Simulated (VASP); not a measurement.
# NaSe3 (Pm-3m) in VASP: further runs

The runs below take NaSe3 through single point, relaxation of cell and atoms, with PBE.

All numbers are computed with VASP 6.6.1; they aren't measurements. Logs are shortened: lines on timing, memory, paths and dates and some standing lists are left out, and cuts for length are marked.

## 1. The cell of the first run

It takes space group Pm-3m (No. 221, cubic). The conventional cell has a = 4.411 Å, b = 4.411 Å, c = 4.411 Å, α = 90.00°, β = 90.00°, γ = 90.00°. Within 4.1 Å of Na (site symmetry m-3m) lie 12 Se at 3.12 Å. Within 4.1 Å of Se (site symmetry 4/mmm) lie 4 Na at 3.12 Å and 8 Se at 3.12 Å.

## 2. Single point, PBE

The input, INCAR:

```
PREC = Accurate ; ENCUT = 520
EDIFF = 1E-6 ; ISMEAR = 0
SIGMA = 0.1 ; LREAL = False
LASPH = True ; NELM = 80
ALGO = Normal ; ISIF = 2
LWAVE = False ; LCHARG = False
GGA = PE ; NBANDS = 20
```

The input, KPOINTS:

```
regular mesh
0
Gamma
  10 10 10
```

The input, POSCAR:

```
NaSe3
1.0
    4.4108159774      0.0000000000      0.0000000000
    0.0000000000      4.4108159774      0.0000000000
    0.0000000000      0.0000000000      4.4108159774
Na Se
1 3
Direct
    0.0000000000      0.0000000000      0.0000000000
    0.0000000000      0.5000000000      0.5000000000
    0.5000000000      0.0000000000      0.5000000000
    0.5000000000      0.5000000000      0.0000000000
```

Potentials or basis: VASP PAW PBE potentials, release 64 (Na_pv, Se).

The run is started by

```bash
$ cat potpaw_PBE.64/Na_pv/POTCAR potpaw_PBE.64/Se/POTCAR > POTCAR
$ mpirun -np 1 vasp_std > vasp.out
```

OUTCAR:

```text
PREC = Accurate
   ENCUT = 520
   EDIFF = 1E-6
   ISMEAR = 0
   LREAL = False
   LASPH = True
   NELM = 80
   ISIF = 2
   GGA = PE

 ion  position               nearest neighbor table
   1  0.000  0.000  0.000-
   2  0.000  0.500  0.500-
   3  0.500  0.000  0.500-
   4  0.500  0.500  0.000-

  LATTYP: Found a simple cubic cell.
 ALAT       =     4.4108159774

  Lattice vectors:

 A1 = (   4.4108159774,   0.0000000000,   0.0000000000)
 A2 = (   0.0000000000,   4.4108159774,   0.0000000000)
 A3 = (   0.0000000000,   0.0000000000,   4.4108159774)

Analysis of symmetry for initial positions (statically):
=====================================================================
 Subroutine PRICEL returns:
 Original cell was already a primitive cell.

 Routine SETGRP: Setting up the symmetry group for a
 simple cubic supercell.

 Subroutine GETGRP returns: Found 48 space group operations
 (whereof 48 operations were pure point group operations)
 out of a pool of 48 trial point group operations.

The static configuration has the point symmetry O_h .

Analysis of symmetry for dynamics (positions and initial velocities):
=====================================================================
 Subroutine PRICEL returns:
 Original cell was already a primitive cell.

 Routine SETGRP: Setting up the symmetry group for a
 simple cubic supercell.

 Subroutine GETGRP returns: Found 48 space group operations
 (whereof 48 operations were pure point group operations)
 out of a pool of 48 trial point group operations.

The dynamic configuration has the point symmetry O_h .

 Subroutine INISYM returns: Found 48 space group operations
 (whereof 48 operations are pure point group operations),
 and found     1 'primitive' translations

----------------------------------------------------------------------------------------

                                     Primitive cell

  volume of cell :      85.8137

  direct lattice vectors                    reciprocal lattice vectors
     4.410815977  0.000000000  0.000000000     0.226715421  0.000000000  0.000000000
     0.000000000  4.410815977  0.000000000     0.000000000  0.226715421  0.000000000
     0.000000000  0.000000000  4.410815977     0.000000000  0.000000000  0.226715421

  length of vectors
     4.410815977  4.410815977  4.410815977     0.226715421  0.226715421  0.226715421

  position of ions in fractional coordinates (direct lattice)
     0.000000000  0.000000000  0.000000000
     0.000000000  0.500000000  0.500000000
     0.500000000  0.000000000  0.500000000
     0.500000000  0.500000000  0.000000000

  ion indices of the primitive-cell ions
   primitive index   ion index
                 1           1
                 2           2
                 3           3
                 4           4

----------------------------------------------------------------------------------------

 KPOINTS: regular mesh

Automatic generation of k-mesh.
 Grid dimensions read from file:
 generate k-points for:   10   10   10

 Generating k-lattice:

  Cartesian coordinates                     Fractional coordinates (reciprocal lattice)
     0.022671542  0.000000000  0.000000000     0.100000000  0.000000000  0.000000000
     0.000000000  0.022671542  0.000000000     0.000000000  0.100000000  0.000000000
     0.000000000  0.000000000  0.022671542     0.000000000  0.000000000  0.100000000

  Length of vectors
     0.022671542  0.022671542  0.022671542

  Shift w.r.t. Gamma in fractional coordinates (k-lattice)
     0.000000000  0.000000000  0.000000000

 Subroutine IBZKPT returns following result:
 ===========================================

 Found     56 irreducible k-points:

 Following reciprocal coordinates:
            Coordinates               Weight
  0.000000  0.000000  0.000000      1.000000
  0.100000  0.000000  0.000000      6.000000
  0.200000  0.000000  0.000000      6.000000
  0.300000  0.000000  0.000000      6.000000
  0.400000  0.000000  0.000000      6.000000
  0.500000  0.000000  0.000000      3.000000
[... 16 lines left out ...]
  0.200000  0.100000  0.100000     24.000000
  0.300000  0.100000  0.100000     24.000000
 [... further k-points ...]
   k-points           NKPTS =     56   k-points in BZ     NKDIM =     56   number of bands    NBANDS=     20
   number of dos      NEDOS =    301   number of ions     NIONS =      4
   total plane-waves  NPLWV =  46656
   dimension x,y,z NGX =    36 NGY =   36 NGZ =   36
   dimension x,y,z NGXF=    72 NGYF=   72 NGZF=   72
   ions per type =               1   3
   NGX,Y,Z   is equivalent  to a cutoff of  13.57, 13.57, 13.57 a.u.
   NGXF,Y,Z  is equivalent  to a cutoff of  27.14, 27.14, 27.14 a.u.
 SYSTEM =  unknown system
   PREC   = accura    normal or accurate (medium, high low for compatibility)
   ISTART =      0    job   : 0-new  1-cont  2-samecut
   ICHARG =      2    charge: 1-file 2-atom 10-const
   ISPIN  =      1    spin polarized calculation?
   LNONCOLLINEAR =      F non collinear calculations
   LSORBIT =      F    spin-orbit coupling
   LASPH  =      T    aspherical Exc in radial PAW
   ENCUT  =  520.0 eV  38.22 Ry    6.18 a.u.   8.20  8.20  8.20*2*pi/ulx,y,z
   NELM   =     80;   NELMIN=  2; NELMDL= -5     # of ELM steps
   EDIFF  = 0.1E-05   stopping-criterion for ELM
   LREAL  =      F    real-space projection
   EDIFFG = 0.1E-04   stopping-criterion for IOM
   NSW    =      0    number of steps for IOM
   IBRION =     -1    ionic relax: 0-MD 1-quasi-New 2-CG
   NFREE  =      0    steps in history (QN), initial steepest desc. (CG)
   ISIF   =      2    stress and relaxation
   ISYM   =      2    0-nonsym 1-usesym 2-fastsym
   POTIM  = 0.5000    time-step for ionic-motion
   TEBEG  =    0.0;   TEEND  =   0.0 temperature during run
   PSTRESS=    0.0 pullay stress
   NELECT =      25.0000    total number of electrons
   NUPDOWN=      -1.0000    fix difference up-down
   EMIN   =  10.00;   EMAX   =-10.00  energy-range for DOS
   EFERMI =   0.00;   METHOD = LEGACY
   ISMEAR =     0;   SIGMA  =   0.10  broadening in eV -4-tet -1-fermi 0-gaus
   EFERMI_NEDOS =   21; number of points for ismear=-14 and -15
   IALGO  =     38    algorithm
   IMIX   =      4    mixing-type and parameters
     AMIX     =   0.40;   BMIX     =  1.00
     AMIX_MAG =   1.60;   BMIX_MAG =  1.00
  volume/ion in A,a.u.               =      21.45       144.77
  Fermi-wavevector in a.u.,A,eV,Ry     =   1.085265  2.050854 16.024951  1.177801
  Thomas-Fermi vector in A             =   2.221375
   LORBIT       =      0    0 simple, 1 ext, 2 COOP (PROOUT), +10 PAW based schemes
   GGA     = PE    functional components
   LHFCALC =     F    Hartree Fock is set to
   AEXX    =    0.0000 exact exchange contribution
   IVDW    =     0    specifies the selected vdW correction
   LEPSILON=     F    determine dielectric tensor
   LRPA    =     F    only Hartree local field effects (RPA)
 non-spin polarized calculation
 Gauss-broadening in eV      SIGMA  =   0.10
  energy-cutoff  :      520.00
  volume of cell :       85.81
 maximum number of plane-waves:      2360
 NGX is ok and might be reduce to    36
   NGX = 17   NGY = 17   NGZ = 17

 number of electron      25.0000017 magnetization

 Free energy of the ion-electron system (eV)
  ---------------------------------------------------
  ext. energy  EPLUGINS =         0.00000000
  ---------------------------------------------------
  free energy    TOTEN  =       -11.97966198 eV

  energy without entropy =      -11.96757452  energy(sigma->0) =      -11.97361825

 E-fermi :   3.9210     XC(G=0):  -9.7072

 val. band max:        3.8870222039   @ k =   0.4000   0.2000   0.0000
 cond. band min:       3.9275402271   @ k =   0.5000   0.4000   0.3000
 fundamental gap:      0.0405180231
 Fermi energy:         3.9210199956

 k-point     1 :       0.0000    0.0000    0.0000
  band No.  band energies     occupation
      1     -19.8315      2.00000
      2     -19.8315      2.00000
      3     -19.8315      2.00000
      4     -10.9369      2.00000
      5      -7.6055      2.00000
      6      -7.6055      2.00000
[... 12 lines left out ...]
     19      10.5898      0.00000
     20      10.5898      0.00000

 k-point     2 :       0.1000    0.0000    0.0000
  band No.  band energies     occupation
      1     -19.8321      2.00000
      2     -19.8314      2.00000
      3     -19.8314      2.00000
      4     -10.8844      2.00000
      5      -7.7201      2.00000
      6      -7.5966      2.00000
[... 12 lines left out ...]
     19      10.6575      0.00000
     20      10.8828      0.00000

 k-point     3 :       0.2000    0.0000    0.0000
  band No.  band energies     occupation
      1     -19.8338      2.00000
      2     -19.8312      2.00000
      3     -19.8312      2.00000
      4     -10.7309      2.00000
      5      -8.0282      2.00000
      6      -7.5729      2.00000
[... 12 lines left out ...]
     19      10.9117      0.00000
     20      11.5672      0.00000

 k-point     4 :       0.3000    0.0000    0.0000
  band No.  band energies     occupation
      1     -19.8358      2.00000
      2     -19.8310      2.00000
      3     -19.8310      2.00000
      4     -10.4912      2.00000
      5      -8.4454      2.00000
      6      -7.5432      2.00000
[... 12 lines left out ...]
     19      12.1076      0.00000
     20      12.1691      0.00000

 k-point     5 :       0.4000    0.0000    0.0000
  band No.  band energies     occupation
      1     -19.8375      2.00000
      2     -19.8309      2.00000
      3     -19.8309      2.00000
      4     -10.2094      2.00000
      5      -8.8613      2.00000
      6      -7.5188      2.00000
[... 12 lines left out ...]
     19      12.3638      0.00000
     20      12.3638      0.00000
[... 353 lines left out ...]
      6      -8.8760      2.00000
[... 12 lines left out ...]
     19      12.3223      0.00000
     20      13.7630      0.00000

 k-point    22 :       0.1000    0.1000    0.1000
  band No.  band energies     occupation
      1     -19.8321      2.00000
      2     -19.8319      2.00000
      3     -19.8319      2.00000
      4     -10.7805      2.00000
      5      -7.7555      2.00000
      6      -7.7555      2.00000
[... 12 lines left out ...]
     19      10.7718      0.00000
     20      11.4081      0.00000

 k-point    23 :       0.2000    0.1000    0.1000
  band No.  band energies     occupation
      1     -19.8336      2.00000
      2     -19.8318      2.00000
      3     -19.8317      2.00000
      4     -10.6290      2.00000
      5      -8.0394      2.00000
      6      -7.7292      2.00000
[... 12 lines left out ...]
     19      10.9117      0.00000
     20      11.8250      0.00000

 k-point    24 :       0.3000    0.1000    0.1000
  band No.  band energies     occupation
      1     -19.8356      2.00000
      2     -19.8316      2.00000
      3     -19.8315      2.00000
      4     -10.3921      2.00000
      5      -8.4314      2.00000
      6      -7.6962      2.00000
[... 12 lines left out ...]
     19      11.7069      0.00000
     20      12.0892      0.00000

 [... further k-points ...]
[... 5 lines left out ...]
  --------------------------------------------------------------------------------------
  -------------------------------------------------------------------------------------
  Total        0.0164690      0.0164690      0.0164690      0.0000000      0.0000000     -0.0000000
  in kB        0.3074832      0.3074832      0.3074832      0.0000000      0.0000000     -0.0000000
  external PRESSURE =       0.3074832 kB  Pullay stress =       0.0000000 kB

 VOLUME and BASIS-vectors are now :
 -----------------------------------------------------------------------------
  energy-cutoff  :      520.00
  volume of cell :       85.81
      direct lattice vectors                 reciprocal lattice vectors
     4.410815977  0.000000000  0.000000000     0.226715421  0.000000000  0.000000000
     0.000000000  4.410815977  0.000000000     0.000000000  0.226715421  0.000000000
     0.000000000  0.000000000  4.410815977     0.000000000  0.000000000  0.226715421

 POSITION                                       TOTAL-FORCE (eV/Angst)
 -----------------------------------------------------------------------------------
      0.00000      0.00000      0.00000         0.000000      0.000000      0.000000
      0.00000      2.20541      2.20541         0.000000      0.000000      0.000000
      2.20541      0.00000      2.20541         0.000000      0.000000      0.000000
      2.20541      2.20541      0.00000         0.000000      0.000000      0.000000
 -----------------------------------------------------------------------------------
    total drift:                                0.000000      0.000000      0.000000

  FREE ENERGIE OF THE ION-ELECTRON SYSTEM (eV)
  ---------------------------------------------------
  free  energy   TOTEN  =       -11.9796619759 eV

  energy  without entropy=      -11.9675745169  energy(sigma->0) =      -11.97361825
```

Run time: 34 s. Hardware: 1 thread of Intel Xeon Platinum 8488C (Sapphire Rapids), shared host; peak memory 0.24 GiB.

Results:

```yaml
Free_energy: -11.9797 eV
Pressure: 0.0 GPa
Band_gap_on_the_k_mesh: zero (an odd number of electrons rules out a gap without spin polarisation)
```

Caveat: an odd number of electrons without spin polarisation forces a metal; a magnetic or distorted state may lie lower.

[end of part 1 of 2]

The gap in the log of VASP goes by the Fermi energy; the results here count the filled bands.